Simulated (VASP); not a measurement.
Runs of VASP 6.6.1 on GaP. The structure is that of space group F-43m (No. 216), or close to it. The cells are those of the table. 

| level | potentials or basis | cell | gap on the mesh (eV) | pressure (GPa) |
| --- | --- | --- | --- | --- |
| r2SCAN+D4 | VASP PAW PBE potentials, release 64 (Ga_d, P) | a = 3.846 Å, angles 60.0°, 2 atoms | 1.89 | -0.5 |
| r2SCAN+D3(BJ) | VASP PAW PBE potentials, release 64 (Ga_d, P) | a = 3.789 Å, angles 60.0°, 2 atoms | 1.80 | 3.7 |
| r2SCAN+D4 | VASP PAW PBE potentials, release 64 (Ga_d, P) | a = 3.854 Å, angles 60.0°, 2 atoms | 1.90 | -1.0 |
| r2SCAN+D3(BJ) | VASP PAW PBE potentials, release 64 (Ga_d, P) | a = 3.854 Å, angles 60.0°, 2 atoms | 1.90 | -1.2 |
| r2SCAN+D3(BJ) | VASP PAW PBE potentials, release 64 (Ga_d, P) | a = 3.847 Å, angles 60.0°, 2 atoms | 1.89 | -0.7 |
| LDA | VASP PAW LDA potentials, release 64 (Ga_d, P) | a = 3.812 Å, angles 60.0°, 2 atoms | (b) | (a) |
| PBE+D3(BJ) | VASP PAW PBE potentials, release 64 (Ga_d, P) | a = 3.823 Å, angles 60.0°, 2 atoms | 1.60 | 1.8 |
| LDA | VASP PAW LDA potentials, release 64 (Ga_d, P) | a = 3.854 Å, angles 60.0°, 2 atoms | 1.49 | -2.7 |
| r2SCAN+D4 | VASP PAW PBE potentials, release 64 (Ga_d, P) | a = 3.890 Å, angles 60.0°, 2 atoms | 1.94 | -3.3 |
| PBE+D3(BJ) | VASP PAW PBE potentials, release 64 (Ga_d, P) | a = 3.874 Å, angles 60.0°, 2 atoms | 1.62 | -1.5 |
| LDA | VASP PAW LDA potentials, release 64 (Ga_d, P) | a = 3.837 Å, angles 60.0°, 2 atoms | 1.47 | -1.6 |
| LDA | VASP PAW LDA potentials, release 64 (Ga_d, P) | a = 3.761 Å, angles 60.0°, 2 atoms | 1.34 | 4.1 |

Alike in all rows: task single point; no spin polarisation; k mesh 8 × 8 × 8; cutoff (eV) 520; smearing gaussian 0.05 eV.

Estimate the missing entries.

(a) 0.1; (b) 1.43.

Caveats: the PAW data sets were made with another functional, which shifts forces and pressure a little (some runs); three body term missing (some runs).

A k mesh can miss the band edges, and the runs leave out spin-orbit coupling on Ga.
